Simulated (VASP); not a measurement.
Crystal: Ir.

```
Ir
1.0
     2.71419    0.00000    0.00000
    -1.35710    2.35056    0.00000
     0.00000    0.00000    4.40198
Ir
2
Direct
  0.33333 0.66667 0.25000
  0.66667 0.33333 0.75000
```

Base run:

- Program: VASP 6.6.1
- Functional: PBEsol
- Potentials or basis: VASP PAW PBE potentials, release 64 (Ir_sv_GW)
- Cutoff: 500 eV
- k mesh: 11 × 11 × 6
- Occupations: fermi-dirac, width 0.05 eV
- Spin: no spin polarisation

Its results: band gap on the k mesh zero (band 17 reaches 14.00 eV, above the bottom of band 18 at 10.69 eV); pressure -1.0 GPa.

Question: The run is repeated on the same cell with these changes: functional from PBEsol to r2SCAN; cutoff from 500 eV to 550 eV. What comes out?

Answer: Band gap on the k mesh zero (band 17 reaches 13.96 eV, above the bottom of band 18 at 10.55 eV); pressure 4.1 GPa.

Caveats: the PAW data sets were made with another functional, which shifts forces and pressure a little; spin-orbit coupling is left out, which moves the levels of the heavy elements.
